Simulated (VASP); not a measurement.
# InH (Fm-3m) in VASP: a series of runs

Runs on InH. Level: PBE. Tasks: single point, relaxation of cell and atoms.

Program: VASP 6.6.1. These are calculated values, not measurements. Logs are shortened: lines on timing, memory, paths and dates and some standing lists are left out, and cuts for length are marked.

### Step 1. The cell of the first run

Symmetry: Fm-3m, No. 225, cubic system. Conventional cell: a = 5.031 Å, b = 5.031 Å, c = 5.031 Å, α = 90.00°, β = 90.00°, γ = 90.00°. In (site symmetry m-3m) has 6 H at 2.52 Å within 3.3 Å. H (site symmetry m-3m) has 6 In at 2.52 Å within 3.3 Å.

The cell was built from a structure type or drawn by symmetry, and may not be a known phase.

### Step 2. Single point, PBE

The input, INCAR:

```
SYSTEM = InH
ALGO = Normal
EDIFF = 1E-6
ENCUT = 520
GGA = PE
ISIF = 2
ISMEAR = 0
LASPH = .True.
LCHARG = .True.
LELF = .True.
LREAL = .False.
LVHAR = .True.
LWAVE = .False.
NBANDS = 14
NELM = 80
PREC = Accurate
SIGMA = 0.1
```

The input, KPOINTS:

```
k-points
0
Gamma
  20 20 20
  0 0 0
```

The input, POSCAR:

```
InH
1.0
    0.0000000000      2.5153639930      2.5153639930
    2.5153639930      0.0000000000      2.5153639930
    2.5153639930      2.5153639930      0.0000000000
In H
1 1
Direct
    0.5000000000      0.5000000000      0.5000000000
    0.0000000000      0.0000000000      0.0000000000
```

Potentials or basis: VASP PAW PBE potentials, release 64 (In_d, H).

The run is started by

```console
$ cat potpaw_PBE.64/In_d/POTCAR potpaw_PBE.64/H/POTCAR > POTCAR
$ mpirun -np 1 vasp_std > vasp.out
```

OUTCAR:

```text
SYSTEM = InH
   EDIFF = 1E-6
   ENCUT = 520
   GGA = PE
   ISIF = 2
   ISMEAR = 0
   LASPH = .True.
   LREAL = .False.
   NELM = 80
   PREC = Accurate

 ion  position               nearest neighbor table
   1  0.500  0.500  0.500-
   2  0.000  0.000  0.000-

  LATTYP: Found a face centered cubic cell.
 ALAT       =     5.0307279860

  Lattice vectors:

 A1 = (   0.0000000000,   2.5153639930,   2.5153639930)
 A2 = (   2.5153639930,   0.0000000000,   2.5153639930)
 A3 = (   2.5153639930,   2.5153639930,   0.0000000000)

Analysis of symmetry for initial positions (statically):
=====================================================================
 Subroutine PRICEL returns:
 Original cell was already a primitive cell.

 Routine SETGRP: Setting up the symmetry group for a
 face centered cubic supercell.

 Subroutine GETGRP returns: Found 48 space group operations
 (whereof 48 operations were pure point group operations)
 out of a pool of 48 trial point group operations.

The static configuration has the point symmetry O_h .

Analysis of symmetry for dynamics (positions and initial velocities):
=====================================================================
 Subroutine PRICEL returns:
 Original cell was already a primitive cell.

 Routine SETGRP: Setting up the symmetry group for a
 face centered cubic supercell.

 Subroutine GETGRP returns: Found 48 space group operations
 (whereof 48 operations were pure point group operations)
 out of a pool of 48 trial point group operations.

The dynamic configuration has the point symmetry O_h .

 Subroutine INISYM returns: Found 48 space group operations
 (whereof 48 operations are pure point group operations),
 and found     1 'primitive' translations

----------------------------------------------------------------------------------------

                                     Primitive cell

  volume of cell :      31.8297

  direct lattice vectors                    reciprocal lattice vectors
     0.000000000  2.515363993  2.515363993    -0.198778388  0.198778388  0.198778388
     2.515363993  0.000000000  2.515363993     0.198778388 -0.198778388  0.198778388
     2.515363993  2.515363993  0.000000000     0.198778388  0.198778388 -0.198778388

  length of vectors
     3.557261873  3.557261873  3.557261873     0.344294268  0.344294268  0.344294268

  position of ions in fractional coordinates (direct lattice)
     0.500000000  0.500000000  0.500000000
     0.000000000  0.000000000  0.000000000

  ion indices of the primitive-cell ions
   primitive index   ion index
                 1           1
                 2           2

----------------------------------------------------------------------------------------

 KPOINTS: k-points

Automatic generation of k-mesh.
 Grid dimensions read from file:
 generate k-points for:   20   20   20

 Generating k-lattice:

  Cartesian coordinates                     Fractional coordinates (reciprocal lattice)
    -0.009938919  0.009938919  0.009938919     0.050000000  0.000000000  0.000000000
     0.009938919 -0.009938919  0.009938919     0.000000000  0.050000000  0.000000000
     0.009938919  0.009938919 -0.009938919     0.000000000  0.000000000  0.050000000

  Length of vectors
     0.017214713  0.017214713  0.017214713

  Shift w.r.t. Gamma in fractional coordinates (k-lattice)
     0.000000000  0.000000000  0.000000000

 Subroutine IBZKPT returns following result:
 ===========================================

 Found    256 irreducible k-points:

 Following reciprocal coordinates:
            Coordinates               Weight
  0.000000  0.000000  0.000000      1.000000
  0.050000  0.000000  0.000000      8.000000
  0.100000  0.000000  0.000000      8.000000
  0.150000  0.000000  0.000000      8.000000
  0.200000  0.000000  0.000000      8.000000
  0.250000  0.000000  0.000000      8.000000
[... 16 lines left out ...]
 -0.400000  0.050000  0.000000     24.000000
 -0.350000  0.050000  0.000000     24.000000
 [... further k-points ...]
   k-points           NKPTS =    256   k-points in BZ     NKDIM =    256   number of bands    NBANDS=     14
   number of dos      NEDOS =    301   number of ions     NIONS =      2
   total plane-waves  NPLWV =  21952
   dimension x,y,z NGX =    28 NGY =   28 NGZ =   28
   dimension x,y,z NGXF=    56 NGYF=   56 NGZF=   56
   ions per type =               1   1
   NGX,Y,Z   is equivalent  to a cutoff of  13.09, 13.09, 13.09 a.u.
   NGXF,Y,Z  is equivalent  to a cutoff of  26.17, 26.17, 26.17 a.u.
 SYSTEM =  InH
   PREC   = accura    normal or accurate (medium, high low for compatibility)
   ISTART =      0    job   : 0-new  1-cont  2-samecut
   ICHARG =      2    charge: 1-file 2-atom 10-const
   ISPIN  =      1    spin polarized calculation?
   LNONCOLLINEAR =      F non collinear calculations
   LSORBIT =      F    spin-orbit coupling
   LASPH  =      T    aspherical Exc in radial PAW
   ENCUT  =  520.0 eV  38.22 Ry    6.18 a.u.   6.61  6.61  6.61*2*pi/ulx,y,z
   NELM   =     80;   NELMIN=  2; NELMDL= -5     # of ELM steps
   EDIFF  = 0.1E-05   stopping-criterion for ELM
   LREAL  =      F    real-space projection
   EDIFFG = 0.1E-04   stopping-criterion for IOM
   NSW    =      0    number of steps for IOM
   IBRION =     -1    ionic relax: 0-MD 1-quasi-New 2-CG
   NFREE  =      0    steps in history (QN), initial steepest desc. (CG)
   ISIF   =      2    stress and relaxation
   ISYM   =      2    0-nonsym 1-usesym 2-fastsym
   POTIM  = 0.5000    time-step for ionic-motion
   TEBEG  =    0.0;   TEEND  =   0.0 temperature during run
   PSTRESS=    0.0 pullay stress
   NELECT =      14.0000    total number of electrons
   NUPDOWN=      -1.0000    fix difference up-down
   EMIN   =  10.00;   EMAX   =-10.00  energy-range for DOS
   EFERMI =   0.00;   METHOD = LEGACY
   ISMEAR =     0;   SIGMA  =   0.10  broadening in eV -4-tet -1-fermi 0-gaus
   EFERMI_NEDOS =   21; number of points for ismear=-14 and -15
   IALGO  =     38    algorithm
   IMIX   =      4    mixing-type and parameters
     AMIX     =   0.40;   BMIX     =  1.00
     AMIX_MAG =   1.60;   BMIX_MAG =  1.00
  volume/ion in A,a.u.               =      15.91       107.40
  Fermi-wavevector in a.u.,A,eV,Ry     =   1.245011  2.352730 21.089758  1.550053
  Thomas-Fermi vector in A             =   2.379253
   LORBIT       =      0    0 simple, 1 ext, 2 COOP (PROOUT), +10 PAW based schemes
   GGA     = PE    functional components
   LHFCALC =     F    Hartree Fock is set to
   AEXX    =    0.0000 exact exchange contribution
   IVDW    =     0    specifies the selected vdW correction
   LEPSILON=     F    determine dielectric tensor
   LRPA    =     F    only Hartree local field effects (RPA)
 non-spin polarized calculation
 Gauss-broadening in eV      SIGMA  =   0.10
  energy-cutoff  :      520.00
  volume of cell :       31.83
 maximum number of plane-waves:       889
   NGX = 13   NGY = 13   NGZ = 13

 number of electron      13.9999994 magnetization

 Free energy of the ion-electron system (eV)
  ---------------------------------------------------
  ext. energy  EPLUGINS =         0.00000000
  ---------------------------------------------------
  free energy    TOTEN  =        -4.96913781 eV

  energy without entropy =       -4.96678362  energy(sigma->0) =       -4.96796072

 E-fermi :   6.0571     XC(G=0):  -9.9252

 val. band max:        6.0546945775   @ k =   0.4000   0.3500   0.0000
 cond. band min:       6.0633709114   @ k =  -0.4000   0.4000   0.1500
 fundamental gap:      0.0086763338
 Fermi energy:         6.0570602332

 k-point     1 :       0.0000    0.0000    0.0000
  band No.  band energies     occupation
      1      -8.4248      2.00000
      2      -8.4248      2.00000
      3      -8.4248      2.00000
      4      -8.3192      2.00000
      5      -8.3192      2.00000
      6      -3.6529      2.00000
      7       9.5462      0.00000
      8      14.1830      0.00000
      9      14.1830      0.00000
     10      14.1830      0.00000
     11      17.0176      0.00000
     12      18.1718      0.00000
     13      18.1718      0.00000
     14      18.1718      0.00000

 k-point     2 :       0.0500    0.0000    0.0000
  band No.  band energies     occupation
      1      -8.4250      2.00000
      2      -8.4222      2.00000
      3      -8.4222      2.00000
      4      -8.3197      2.00000
      5      -8.3197      2.00000
      6      -3.6069      2.00000
      7       9.3938      0.00000
      8      13.9349      0.00000
      9      14.1254      0.00000
     10      14.1254      0.00000
     11      16.7146      0.00000
     12      18.3006      0.00000
     13      18.3006      0.00000
     14      18.9540      0.00000

 k-point     3 :       0.1000    0.0000    0.0000
  band No.  band energies     occupation
      1      -8.4256      2.00000
      2      -8.4151      2.00000
      3      -8.4151      2.00000
      4      -8.3203      2.00000
      5      -8.3203      2.00000
      6      -3.4685      2.00000
      7       8.9444      0.00000
      8      13.3149      0.00000
      9      13.9743      0.00000
     10      13.9743      0.00000
     11      16.6096      0.00000
     12      18.6635      0.00000
     13      18.6635      0.00000
     14      19.8174      0.00000

 k-point     4 :       0.1500    0.0000    0.0000
  band No.  band energies     occupation
      1      -8.4269      2.00000
      2      -8.4063      2.00000
      3      -8.4063      2.00000
      4      -8.3188      2.00000
      5      -8.3188      2.00000
      6      -3.2374      2.00000
      7       8.2281      0.00000
      8      12.6127      0.00000
      9      13.7745      0.00000
     10      13.7745      0.00000
     11      16.7730      0.00000
     12      19.0233      0.00000
     13      19.0233      0.00000
     14      19.2537      0.00000

 k-point     5 :       0.2000    0.0000    0.0000
  band No.  band energies     occupation
      1      -8.4293      2.00000
      2      -8.4003      2.00000
      3      -8.4003      2.00000
      4      -8.3118      2.00000
      5      -8.3118      2.00000
      6      -2.9131      2.00000
      7       7.3070      0.00000
      8      11.9994      0.00000
      9      13.5658      0.00000
     10      13.5658      0.00000
     11      16.9874      0.00000
[... 276 lines left out ...]
 k-point    22 :      -0.4500    0.0500    0.0000
  band No.  band energies     occupation
      1      -8.4449      2.00000
      2      -8.4215      2.00000
      3      -8.4162      2.00000
      4      -8.2331      2.00000
      5      -8.2329      2.00000
      6       0.2922      2.00000
      7       1.8443      2.00000
      8      10.3459      0.00000
      9      12.3963      0.00000
     10      12.8654      0.00000
     11      16.2525      0.00000
     12      16.4451      0.00000
     13      17.3145      0.00000
     14      22.9328      0.00000

 k-point    23 :      -0.4000    0.0500    0.0000
  band No.  band energies     occupation
      1      -8.4430      2.00000
      2      -8.4178      2.00000
      3      -8.4137      2.00000
      4      -8.2451      2.00000
      5      -8.2377      2.00000
      6      -0.4273      2.00000
      7       2.7390      2.00000
      8      10.4192      0.00000
      9      12.3608      0.00000
     10      13.0928      0.00000
     11      16.2264      0.00000
     12      16.5668      0.00000
     13      17.4829      0.00000
     14      22.2589      0.00000

 k-point    24 :      -0.3500    0.0500    0.0000
  band No.  band energies     occupation
      1      -8.4401      2.00000
      2      -8.4120      2.00000
      3      -8.4090      2.00000
      4      -8.2627      2.00000
      5      -8.2488      2.00000
      6      -1.1281      2.00000
      7       3.7578      2.00000
      8      10.5673      0.00000
      9      12.4024      0.00000
     10      13.3496      0.00000
     11      16.3319      0.00000
     12      16.7259      0.00000
     13      17.7330      0.00000
     14      21.4200      0.00000

 [... further k-points ...]

------------------------ aborting loop because EDIFF is reached ----------------------------------------

  FORCE on cell =-STRESS in cart. coord.  units (eV):
  Direction    XX          YY          ZZ          XY          YZ          ZX
  --------------------------------------------------------------------------------------
  -------------------------------------------------------------------------------------
  Total       -0.0225662     -0.0225662     -0.0225662     -0.0000000      0.0000000     -0.0000000
  in kB       -1.1358921     -1.1358921     -1.1358921     -0.0000000      0.0000000     -0.0000000
  external PRESSURE =      -1.1358921 kB  Pullay stress =       0.0000000 kB

 VOLUME and BASIS-vectors are now :
 -----------------------------------------------------------------------------
  energy-cutoff  :      520.00
  volume of cell :       31.83
      direct lattice vectors                 reciprocal lattice vectors
     0.000000000  2.515363993  2.515363993    -0.198778388  0.198778388  0.198778388
     2.515363993  0.000000000  2.515363993     0.198778388 -0.198778388  0.198778388
     2.515363993  2.515363993  0.000000000     0.198778388  0.198778388 -0.198778388

 POSITION                                       TOTAL-FORCE (eV/Angst)
 -----------------------------------------------------------------------------------
      2.51536      2.51536      2.51536         0.000000     -0.000000     -0.000000
      0.00000      0.00000      0.00000        -0.000000      0.000000      0.000000
 -----------------------------------------------------------------------------------
    total drift:                                0.000000      0.000000      0.000000

  FREE ENERGIE OF THE ION-ELECTRON SYSTEM (eV)
  ---------------------------------------------------
  free  energy   TOTEN  =        -4.9691378109 eV

  energy  without entropy=       -4.9667836211  energy(sigma->0) =       -4.96796072
```

It took 47 s on 1 thread of Intel Xeon 6975P-C (Granite Rapids), shared host; peak memory 0.24 GiB.

Results:

* Free energy: -4.9691 eV
* Pressure: -0.1 GPa
* Band gap on the k mesh: zero (bands 7 and 8 overlap by 5.01 eV)

Levels at points of the mesh, in eV from the Fermi level:
```tsv
k point	band 5	band 6	band 7	band 8	band 9	band 10
(0.00, 0.00, 0.00)	-14.38	-9.71	3.49	8.13	8.13	8.13
(0.50, 0.00, 0.00)	-14.29	-5.54	-4.56	4.42	6.87	6.87
(0.50, 0.50, 0.00)	-14.26	-4.31	-2.09	0.48	2.99	2.99
```

Caveat: spin-orbit coupling is left out, which moves the levels of the heavy elements.

### Step 3. Relaxation of cell and atoms, PBE

The input, INCAR:

```
PREC     = Accurate       # precision mode
ENCUT    = 600            # plane-wave cutoff, eV
EDIFF    = 1E-6           # SCF threshold, eV
ISMEAR   = 0              # smearing method
SIGMA    = 0.1            # smearing width, eV
LREAL    = F              # projectors in reciprocal space
LASPH    = T              # aspherical terms in the spheres
NELM     = 60             # most SCF steps
ALGO     = Normal         # electronic algorithm
ISIF     = 3              # what is computed and relaxed
LWAVE    = F              # write WAVECAR
LCHARG   = F              # write CHGCAR
GGA      = PE             # functional
IBRION   = 2              # ionic algorithm
NSW      = 100            # ionic steps
EDIFFG   = -0.01          # ionic threshold
```

The input, KPOINTS:

```
Automatic mesh
0
Gamma
  20 20 20
```

POSCAR is that of step 2.

Potentials or basis: VASP PAW PBE potentials, release 64 (In_d, H).

The run is started by

```console
$ cat potpaw_PBE.64/In_d/POTCAR potpaw_PBE.64/H/POTCAR > POTCAR
$ mpirun -np 1 vasp_std > vasp.out
```

It took 40 s on 1 thread of Intel Xeon 6975P-C (Granite Rapids), shared host; peak memory 0.24 GiB.

The run converged. Its results:

- Free energy: -4.9694 eV
- Pressure after relaxing: 0.0 GPa
- Band gap on the k mesh: zero (bands 7 and 8 overlap by 5.01 eV)

Final structure:
```xyz
2
Lattice="0.0000 2.5154 2.5154 2.5154 0.0000 2.5154 2.5154 2.5154 0.0000" Properties=species:S:1:pos:R:3 pbc="T T T"
In    2.5154    2.5154    2.5154
H     0.0000    0.0000    0.0000
```

Levels at points of the mesh, in eV from the Fermi level:
| k point | band 4 | band 5 | band 6 | band 7 | band 8 | band 9 | band 10 | band 11 |
| --- | --- | --- | --- | --- | --- | --- | --- | --- |
| (0.00, 0.00, 0.00) | -14.38 | -14.38 | -9.71 | 3.49 | 8.13 | 8.13 | 8.13 | 10.96 |
| (0.50, 0.00, 0.00) | -14.29 | -14.29 | -5.54 | -4.56 | 4.42 | 6.87 | 6.87 | 10.03 |
| (0.50, 0.50, 0.00) | -14.26 | -14.26 | -4.31 | -2.09 | 0.48 | 2.99 | 2.99 | 6.69 |

Caveat: the relaxation stopped at its first step, so nothing moved; spin-orbit coupling is left out, which moves the levels of the heavy elements.
